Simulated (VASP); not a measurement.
Runs of VASP 6.6.1 on Si4C. The structure is that of space group Pm-3m (No. 221), or close to it. The cells are those of the table. The cell was built from a structure type or drawn by symmetry, and may not be a known phase.

| task | cell | k mesh | cutoff (eV) | gap on the mesh (eV) | pressure (GPa) | relaxed volume (Å³/atom) |
| --- | --- | --- | --- | --- | --- | --- |
| relaxation of cell and atoms | relaxed from a = 4.034 Å, 5 atoms | 4 × 4 × 4 | 600 | none | 0.0 | 13.60 |
| single point | a = 4.045 Å, 5 atoms | 10 × 10 × 10 | 520 | none | (a) | - |
| single point | a = 4.080 Å, 5 atoms | 4 × 4 × 4 | 520 | none | 0.2 | - |
| relaxation of cell and atoms | relaxed from a = 4.080 Å, 5 atoms | 10 × 10 × 10 | 600 | none | 0.0 | 13.24 |

Alike in all rows: level PBE; potentials or basis VASP PAW PBE potentials, release 64 (Si, C); no spin polarisation; smearing gaussian 0.1 eV.

Question: Estimate the missing entries.

Answer: (a) 0.1.

Caveats: some runs use coarse meshes.

A gap of «none» marks levels without a gap at the run's occupations.
